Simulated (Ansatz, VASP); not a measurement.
Li2TaO2 in VASP and in Ansatz

```xyz
5
Lattice="3.5922 0.0000 0.0000 0.0000 3.5922 0.0000 0.0000 0.0000 4.8727" Properties=species:S:1:pos:R:3 pbc="T T T"
Li    0.0000    1.7961    2.4363
Li    1.7961    0.0000    2.4363
Ta    0.0000    0.0000    0.0000
O     1.7961    1.7961    1.1694
O     1.7961    1.7961    3.7032
```

Change from the starting cell: species swapped into the CeMg2Si2 type (P4/mmm, No. 123).

Alike in both runs: task relaxation of cell and atoms; functional PBE; k mesh 6 × 6 × 4; occupations gaussian, width 0.1 eV; no spin polarisation.

|  | VASP | Ansatz |
| --- | --- | --- |
| version | VASP 6.6.1 | Ansatz 0.2.0 |
| potentials or method | VASP PAW PBE potentials, release 64 (Li_sv, Ta_pv, O), cutoff 600 eV | scalar-relativistic, plane waves, PAW |
| valence electrons in the cell | 29 | 31 |

|  | VASP | Ansatz | Ansatz less VASP |
| --- | --- | --- | --- |
| gap on the k mesh at the Fermi level, each at its own relaxed structure (eV) | none | none | - |
| relaxed volume (Å³/atom) | 8.67 | 8.66 | -0.014 |
| relaxed cell length with the largest relative difference (Å) | 5.103 | 5.111 | +0.0082 |

A gap of «none» marks a metal or a gap that the smearing closes. VASP's potentials hold 29 valence electrons a cell and Ansatz's 31, so a difference there can come from the potentials and not from the codes.

Spin-orbit coupling is off throughout. Noted on VASP's run: the cutoff is short for stress, so the pressure is rough; the volume moved by over 15 % at a fixed basis, so the end points are rough.
